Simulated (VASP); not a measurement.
# AlNi3 (I4/mmm) in VASP: notebook

AlNi3 is run at these levels: PBEsol; tasks: single point.

All numbers are computed with VASP 6.6.1; they aren't measurements. Logs are shortened: lines on timing, memory, paths and dates and some standing lists are left out, and cuts for length are marked.

## 1. The cell of the first run

It takes space group I4/mmm (No. 139, tetragonal). Conventional cell: a = 4.569 Å, b = 4.569 Å, c = 4.200 Å, α = 90.00°, β = 90.00°, γ = 90.00°. Al (site symmetry 4/mmm) has 10 Ni at 2.10 to 2.51 Å within 2.8 Å. Within 2.8 Å of Ni (site symmetry -4m2) lie 6 Ni at 2.10 to 2.51 Å and 4 Al at 2.51 Å. Within 2.8 Å of Ni (site symmetry 4/mmm) lie 2 Al at 2.10 Å and 8 Ni at 2.51 Å.

## 2. Single point, PBEsol

Contents of INCAR:

```
  PREC = Accurate
  ENCUT = 520
  EDIFF = 1E-6
  ISMEAR = 0
  SIGMA = 0.15
  LREAL = F
  LASPH = T
  NELM = 80
  ALGO = Fast
  ISIF = 2
  LWAVE = F
  LCHARG = F
  GGA = PS
  NBANDS = 24
```

Contents of KPOINTS:

```
Automatic mesh
0
Gamma
  16 16 16
```

Contents of POSCAR:

```
AlNi3
1.0
    0.0000000000      3.2305258897      2.0998418283
    3.2305258897      0.0000000000      2.0998418283
    3.2305258897      3.2305258897      0.0000000000
Al Ni
1 3
Direct
    0.5000000000      0.5000000000      0.5000000000
    0.2500000000      0.2500000000      0.2500000000
    0.0000000000      0.0000000000      0.0000000000
    0.7500000000      0.7500000000      0.7500000000
```

Potentials or basis: VASP PAW PBE potentials, release 64 (Al, Ni).

The run is started by

```bash
$ cat potpaw_PBE.64/Al/POTCAR potpaw_PBE.64/Ni/POTCAR > POTCAR
$ mpirun -np 1 vasp_std > vasp.out
```

OUTCAR:

```text
PREC = Accurate
   ENCUT = 520
   EDIFF = 1E-6
   ISMEAR = 0
   LREAL = F
   LASPH = T
   NELM = 80
   ISIF = 2
   GGA = PS

 ion  position               nearest neighbor table
   1  0.500  0.500  0.500-   3 2.10   3 2.10   2 2.51   4 2.51   4 2.51   2 2.51   4 2.51   2 2.51
                             4 2.51   2 2.51
   2  0.250  0.250  0.250-   4 2.10   4 2.10   3 2.51   1 2.51   1 2.51   3 2.51   3 2.51   1 2.51
                             3 2.51   1 2.51
   3  0.000  0.000  0.000-   1 2.10   1 2.10   4 2.51   2 2.51   2 2.51   4 2.51   2 2.51   2 2.51
                             4 2.51   4 2.51
   4  0.750  0.750  0.750-   2 2.10   2 2.10   1 2.51   3 2.51   3 2.51   1 2.51   3 2.51   1 2.51
                             3 2.51   1 2.51

  LATTYP: Found a body centered tetragonal cell.
 ALAT       =     4.5686535268
 C/A-ratio  =     0.9192388155

  Lattice vectors:

 A1 = (   0.0000000000,  -3.2305258897,  -2.0998418283)
 A2 = (   0.0000000000,   3.2305258897,  -2.0998418283)
 A3 = (   3.2305258897,   0.0000000000,   2.0998418283)

Analysis of symmetry for initial positions (statically):
=====================================================================
 Subroutine PRICEL returns:
 Original cell was already a primitive cell.

 Routine SETGRP: Setting up the symmetry group for a
 body centered tetragonal supercell.

 Subroutine GETGRP returns: Found 16 space group operations
 (whereof 16 operations were pure point group operations)
 out of a pool of 16 trial point group operations.

The static configuration has the point symmetry D_4h.

Analysis of symmetry for dynamics (positions and initial velocities):
=====================================================================
 Subroutine PRICEL returns:
 Original cell was already a primitive cell.

 Routine SETGRP: Setting up the symmetry group for a
 body centered tetragonal supercell.

 Subroutine GETGRP returns: Found 16 space group operations
 (whereof 16 operations were pure point group operations)
 out of a pool of 16 trial point group operations.

The dynamic configuration has the point symmetry D_4h.

 Subroutine INISYM returns: Found 16 space group operations
 (whereof 16 operations are pure point group operations),
 and found     1 'primitive' translations

----------------------------------------------------------------------------------------

                                     Primitive cell

  volume of cell :      43.8291

[... 87 lines left out ...]
   LNONCOLLINEAR =      F non collinear calculations
   LSORBIT =      F    spin-orbit coupling
   LASPH  =      T    aspherical Exc in radial PAW
   ENCUT  =  520.0 eV  38.22 Ry    6.18 a.u.   7.16  7.16  8.49*2*pi/ulx,y,z
   NELM   =     80;   NELMIN=  2; NELMDL= -5     # of ELM steps
   EDIFF  = 0.1E-05   stopping-criterion for ELM
   LREAL  =      F    real-space projection
   EDIFFG = 0.1E-04   stopping-criterion for IOM
   NSW    =      0    number of steps for IOM
   IBRION =     -1    ionic relax: 0-MD 1-quasi-New 2-CG
   NFREE  =      0    steps in history (QN), initial steepest desc. (CG)
   ISIF   =      2    stress and relaxation
   ISYM   =      2    0-nonsym 1-usesym 2-fastsym
   POTIM  = 0.5000    time-step for ionic-motion
   TEBEG  =    0.0;   TEEND  =   0.0 temperature during run
   PSTRESS=    0.0 pullay stress
   NELECT =      33.0000    total number of electrons
   NUPDOWN=      -1.0000    fix difference up-down
   EMIN   =  10.00;   EMAX   =-10.00  energy-range for DOS
   EFERMI =   0.00;   METHOD = LEGACY
   ISMEAR =     0;   SIGMA  =   0.15  broadening in eV -4-tet -1-fermi 0-gaus
   EFERMI_NEDOS =   21; number of points for ismear=-14 and -15
   IALGO  =     68    algorithm
   IMIX   =      4    mixing-type and parameters
     AMIX     =   0.40;   BMIX     =  1.00
     AMIX_MAG =   1.60;   BMIX_MAG =  1.00
  volume/ion in A,a.u.               =      10.96        73.94
  Fermi-wavevector in a.u.,A,eV,Ry     =   1.489333  2.814431 30.179255  2.218113
  Thomas-Fermi vector in A             =   2.602255
   LORBIT       =      0    0 simple, 1 ext, 2 COOP (PROOUT), +10 PAW based schemes
   GGA     = PS    functional components
   LHFCALC =     F    Hartree Fock is set to
   AEXX    =    0.0000 exact exchange contribution
   IVDW    =     0    specifies the selected vdW correction
   LEPSILON=     F    determine dielectric tensor
   LRPA    =     F    only Hartree local field effects (RPA)
 non-spin polarized calculation
 RMM-DIIS sequential band-by-band and
 Gauss-broadening in eV      SIGMA  =   0.15
  energy-cutoff  :      520.00
  volume of cell :       43.83
 maximum number of plane-waves:      1208
 NGX is ok and might be reduce to    30

 number of electron      33.0000010 magnetization

 Free energy of the ion-electron system (eV)
  ---------------------------------------------------
  ext. energy  EPLUGINS =         0.00000000
  ---------------------------------------------------
  free energy    TOTEN  =       -21.75742428 eV

  energy without entropy =      -21.70829556  energy(sigma->0) =      -21.73285992

 E-fermi :   9.9043     XC(G=0): -12.9224

 val. band max:        9.9000816164   @ k =  -0.1875   0.1250   0.0625
 cond. band min:       9.9045563866   @ k =  -0.3125   0.3125   0.0625
 fundamental gap:      0.0044747702
 Fermi energy:         9.9043287057

 k-point     1 :       0.0000    0.0000    0.0000
  band No.  band energies     occupation
      1      -0.3499      2.00000
      2       5.5439      2.00000
      3       5.9582      2.00000
      4       5.9582      2.00000
      5       6.0124      2.00000
      6       7.0567      2.00000
[... 637 lines left out ...]
     23      18.0875      0.00000
     24      18.2983      0.00000

 [... further k-points ...]
[... 5 lines left out ...]
  --------------------------------------------------------------------------------------
  -------------------------------------------------------------------------------------
  Total       -2.6520813     -2.6520813     23.1975906      0.0000000      0.0000000      0.0000000
  in kB      -96.9470029    -96.9470029    847.9894170      0.0000000      0.0000000      0.0000000
  external PRESSURE =     218.0318038 kB  Pullay stress =       0.0000000 kB

 VOLUME and BASIS-vectors are now :
 -----------------------------------------------------------------------------
  energy-cutoff  :      520.00
  volume of cell :       43.83
      direct lattice vectors                 reciprocal lattice vectors
     0.000000000  3.230525890  2.099841828    -0.154773562  0.154773562  0.238113173
     3.230525890  0.000000000  2.099841828     0.154773562 -0.154773562  0.238113173
     3.230525890  3.230525890  0.000000000     0.154773562  0.154773562 -0.238113173

 POSITION                                       TOTAL-FORCE (eV/Angst)
 -----------------------------------------------------------------------------------
      3.23053      3.23053      2.09984         0.000000     -0.000000      0.000000
      1.61526      1.61526      1.04992        -0.000000     -0.000000     -0.000000
      0.00000      0.00000      0.00000         0.000000     -0.000000     -0.000000
      4.84579      4.84579      3.14976         0.000000      0.000000      0.000000
 -----------------------------------------------------------------------------------
    total drift:                                0.000000      0.000000      0.000000

  FREE ENERGIE OF THE ION-ELECTRON SYSTEM (eV)
  ---------------------------------------------------
  free  energy   TOTEN  =       -21.7574242811 eV

  energy  without entropy=      -21.7082955604  energy(sigma->0) =      -21.73285992
```

OSZICAR:

```text
N       E                     dE             d eps       ncg     rms          rms(c)
DAV:   1     0.189456674310E+03    0.18946E+03   -0.14268E+04 16944   0.177E+03
DAV:   2    -0.163209220365E+02   -0.20578E+03   -0.19340E+03 16800   0.322E+02
DAV:   3    -0.255051826865E+02   -0.91843E+01   -0.87893E+01 20344   0.937E+01
DAV:   4    -0.256452986003E+02   -0.14012E+00   -0.14004E+00 19976   0.101E+01
DAV:   5    -0.256500415952E+02   -0.47430E-02   -0.47429E-02 21752   0.171E+00    0.210E+01
RMM:   6    -0.283799333402E+02   -0.27299E+01   -0.46980E+01 18290   0.799E+01    0.245E+01
RMM:   7    -0.226722084565E+02    0.57077E+01   -0.13854E+01 17093   0.428E+01    0.102E+01
RMM:   8    -0.219423415799E+02    0.72987E+00   -0.15125E+00 17555   0.135E+01    0.506E+00
RMM:   9    -0.217889674809E+02    0.15337E+00   -0.21449E-01 17930   0.511E+00    0.189E+00
RMM:  10    -0.217622919226E+02    0.26676E-01   -0.51073E-02 18223   0.233E+00    0.843E-01
RMM:  11    -0.217572844363E+02    0.50075E-02   -0.13282E-02 18799   0.122E+00    0.218E-01
RMM:  12    -0.217573773672E+02   -0.92931E-04   -0.23121E-03 19819   0.435E-01    0.108E-01
RMM:  13    -0.217574091863E+02   -0.31819E-04   -0.72167E-04 22468   0.190E-01    0.447E-02
RMM:  14    -0.217574349231E+02   -0.25737E-04   -0.14575E-04 19893   0.114E-01    0.459E-02
RMM:  15    -0.217574204762E+02    0.14447E-04   -0.74547E-05 19167   0.890E-02    0.680E-03
RMM:  16    -0.217574241508E+02   -0.36746E-05   -0.39094E-05 24046   0.359E-02    0.640E-03
RMM:  17    -0.217574242811E+02   -0.13035E-06   -0.14720E-06 11650   0.885E-03
   1 F= -.21757424E+02 E0= -.21732860E+02  d E =-.491287E-01
```

stdout:

```text
POSCAR found type information on POSCAR AlNi
 POSCAR found :  2 types and       4 ions
 scaLAPACK will be used
 -----------------------------------------------------------------------------
|                                                                             |
|                                                                             |
|     You enforced a specific xc type in the INCAR file but a different       |
|     I HOPE YOU KNOW WHAT YOU ARE DOING!                                     |
|                                                                             |
 -----------------------------------------------------------------------------

 LDA part: xc-table for (Slater+PW92), standard interpolation
 POSCAR, INCAR and KPOINTS ok, starting setup
 FFT: planning ... GRIDC
 FFT: planning ... GRID_SOFT
 FFT: planning ... GRID
 WAVECAR not read
 entering main loop
WARNING in EDDRMM: call to ZHEGV failed, returncode =   6  3     23
```

It took 4.7 min on 1 thread of Intel Xeon 6975P-C (Granite Rapids), shared host; peak memory 0.41 GiB.

What came out:

```
Free energy            : -21.7574 eV
Pressure               : 21.8 GPa
Band gap on the k mesh : zero (an odd number of electrons rules out a gap without spin polarisation)
```

Stress tensor (GPa, compression positive):
```
-9.69  0.00  0.00
 0.00 -9.69  0.00
 0.00  0.00 84.80
```

Caveat: the cell stands under pressure; the PAW data sets were made with another functional, which shifts forces and pressure a little. Spin polarisation is off, so any magnetic state and its effect on volume and gap are missing.

## 3. Single point, PBEsol

This run uses another cell than the first one, of the same volume but with other edges.

Contents of INCAR:

```
SYSTEM = AlNi3
PREC = Accurate
ENCUT = 520
EDIFF = 1E-7
ISMEAR = 0
SIGMA = 0.15
LREAL = .False.
LASPH = .True.
NELM = 60
ALGO = Fast
ISIF = 2
LWAVE = .False.
LCHARG = .False.
GGA = PS
NBANDS = 24
```

Contents of KPOINTS:

```
regular mesh
0
Gamma
  16 16 16
  0 0 0
```

Contents of POSCAR:

```
AlNi3
1.0
    0.0000000000      2.4446344358      3.6669516537
    2.4446344358      0.0000000000      3.6669516537
    2.4446344358      2.4446344358      0.0000000000
Al Ni
1 3
Direct
    0.5000000000      0.5000000000      0.5000000000
    0.2500000000      0.2500000000      0.2500000000
    0.0000000000      0.0000000000      0.0000000000
    0.7500000000      0.7500000000      0.7500000000
```

Potentials or basis: VASP PAW PBE potentials, release 64 (Al, Ni).

The run is started by

```bash
$ cat potpaw_PBE.64/Al/POTCAR potpaw_PBE.64/Ni/POTCAR > POTCAR
$ mpirun -np 1 vasp_std > vasp.out
```

It took 4.6 min on 1 thread of Intel Xeon 6975P-C (Granite Rapids), shared host; peak memory 0.42 GiB.

Results (log left out):

```
Free energy            : -24.0920 eV
Pressure               : 0.3 GPa
Band gap on the k mesh : zero (an odd number of electrons rules out a gap without spin polarisation)
```

Stress tensor (GPa, compression positive):
```
 3.59  0.00  0.00
 0.00  3.59  0.00
 0.00  0.00 -6.18
```

Levels at points of the mesh, in eV from the Fermi level:
```tsv
k point	band 13	band 14	band 15	band 16	band 17	band 18	band 19	band 20
(0.00, 0.00, 0.00)	-0.71	-0.71	-0.29	0.04	0.28	5.50	5.50	6.01
(0.50, 0.00, 0.00)	-1.16	-1.12	-1.02	-0.31	-0.06	1.40	2.78	6.66
(0.50, 0.50, 0.00)	-0.32	-0.32	-0.30	-0.19	0.28	1.24	1.24	7.08
(0.50, 0.00, 0.50)	-1.15	-0.99	-0.78	-0.58	-0.43	-0.13	1.13	3.77
```

Caveat: the PAW data sets were made with another functional, which shifts forces and pressure a little. Spin polarisation is off, so any magnetic state and its effect on volume and gap are missing.

## 4. Single point, PBEsol

This run uses another cell than the first one, of the same volume but with other edges.

Contents of INCAR:

```
SYSTEM = AlNi3
PREC     = Accurate       ! precision mode
ENCUT    = 520            ! plane-wave cutoff, eV
EDIFF    = 1E-6           ! SCF threshold, eV
ISMEAR   = 0              ! smearing method
SIGMA    = 0.15           ! smearing width, eV
LREAL    = .FALSE.        ! projectors in reciprocal space
LASPH    = .TRUE.         ! aspherical terms in the spheres
NELM     = 100            ! most SCF steps
ALGO     = Fast           ! electronic algorithm
ISIF     = 2              ! what is computed and relaxed
LWAVE    = .FALSE.        ! write WAVECAR
LCHARG   = .FALSE.        ! write CHGCAR
GGA      = PS             ! functional
NBANDS   = 24             ! bands
```

Contents of KPOINTS:

```
regular mesh
0
G
  16 16 16
  0 0 0
```

Contents of POSCAR:

```
AlNi3
1.0
    0.0000000000      2.8367469749      2.7232770959
    2.8367469749      0.0000000000      2.7232770959
    2.8367469749      2.8367469749      0.0000000000
Al Ni
1 3
Direct
    0.5000000000      0.5000000000      0.5000000000
    0.2500000000      0.2500000000      0.2500000000
    0.0000000000      0.0000000000      0.0000000000
    0.7500000000      0.7500000000      0.7500000000
```

The run is started by

```bash
$ cat potpaw_PBE.64/Al/POTCAR potpaw_PBE.64/Ni/POTCAR > POTCAR
$ mpirun -np 1 vasp_std > vasp.out
```

Run time: 3.9 min. Hardware: 1 thread of Intel Xeon 6975P-C (Granite Rapids), shared host; peak memory 0.41 GiB.

Results (log left out):

```yaml
Free_energy: -24.0874 eV
Pressure: 0.1 GPa
Band_gap_on_the_k_mesh: zero (an odd number of electrons rules out a gap without spin polarisation)
```

Stress tensor (GPa, compression positive):
```
0.17 0.00 0.00
0.00 0.17 0.00
0.00 0.00 0.08
```

Levels at points of the mesh, in eV from the Fermi level:
```csv
k point,band 14,band 15,band 16,band 17,band 18,band 19
"(0.00, 0.00, 0.00)",-0.60,-0.50,-0.45,5.39,5.51,5.51
"(0.50, 0.00, 0.00)",-0.63,-0.54,-0.41,-0.14,4.17,4.42
"(0.50, 0.50, 0.00)",-0.88,-0.64,-0.40,-0.40,-0.37,0.20
"(0.50, 0.00, 0.50)",-0.73,-0.51,-0.38,-0.37,-0.29,-0.14
```

Caveat: the PAW data sets were made with another functional, which shifts forces and pressure a little. Spin polarisation is off, so any magnetic state and its effect on volume and gap are missing.

## 5. Summary

```tsv
cell	further INCAR settings	gap on the mesh (eV)	pressure (GPa)
a = 3.853, b = 3.853, c = 4.569 Å, angles 53.6, 53.6, 72.7°, 4 atoms	ALGO = Fast; EDIFF = 1e-06; NBANDS = 24	none	21.8
a = 4.407, b = 4.407, c = 3.457 Å, angles 66.9, 66.9, 46.2°, 4 atoms	ALGO = Fast; EDIFF = 1e-07; NBANDS = 24	none	0.3
a = 3.932, b = 3.932, c = 4.012 Å, angles 59.3, 59.3, 61.3°, 4 atoms	ALGO = Fast; EDIFF = 1e-06; NBANDS = 24	none	0.1
```

Alike in all rows: task single point; level PBEsol; potentials or basis VASP PAW PBE potentials, release 64 (Al, Ni); no spin polarisation; k mesh 16 × 16 × 16; cutoff (eV) 520; smearing gaussian 0.15 eV.

Caveats: the PAW data sets were made with another functional, which shifts forces and pressure a little; the cell stands under pressure (at least some runs).

Total energies depend on the potentials used, so only differences within one code and one set of settings carry meaning.
